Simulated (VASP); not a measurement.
Al8H, 18 atoms in the cell. The cell holds a slab with vacuum, 18 atoms: a = 5.714 Å, b = 8.081 Å, c = 22.244 Å, α = 90.00°, β = 90.00°, γ = 90.00°. 

| Property | Result |
| --- | --- |
| Program | VASP 6.6.1 |
| Task | single point |
| Functional | PBE |
| Potentials or basis | VASP PAW PBE potentials, release 64 (Al, H) |
| Cutoff | 520 eV |
| k mesh | 5 × 4 × 1 |
| Occupations | gaussian, width 0.1 eV |
| Spin | no spin polarisation |
| Dipole correction | yes |
| Further INCAR settings | LREAL = Auto; ALGO = Normal; EDIFF = 1e-07; NBANDS = 40 |

Potentials or basis: VASP PAW PBE potentials, release 64 (Al, H).

The run is started by

```bash
$ cat potpaw_PBE.64/Al/POTCAR potpaw_PBE.64/H/POTCAR > POTCAR
$ mpirun -np 1 vasp_std > vasp.out
```

Hardware: 1 thread of Intel(R) Xeon(R) Platinum 8259CL CPU @ 2.50GHz (Skylake/Cascade Lake) (shared host).

Problem. How long does it take, and how much memory?

Solution. Run time: 13 min on 1 thread of Intel(R) Xeon(R) Platinum 8259CL CPU @ 2.50GHz (Skylake/Cascade Lake), on a shared host, peak memory 0.9 GiB. Counts: scf iterations 26, k points 9.
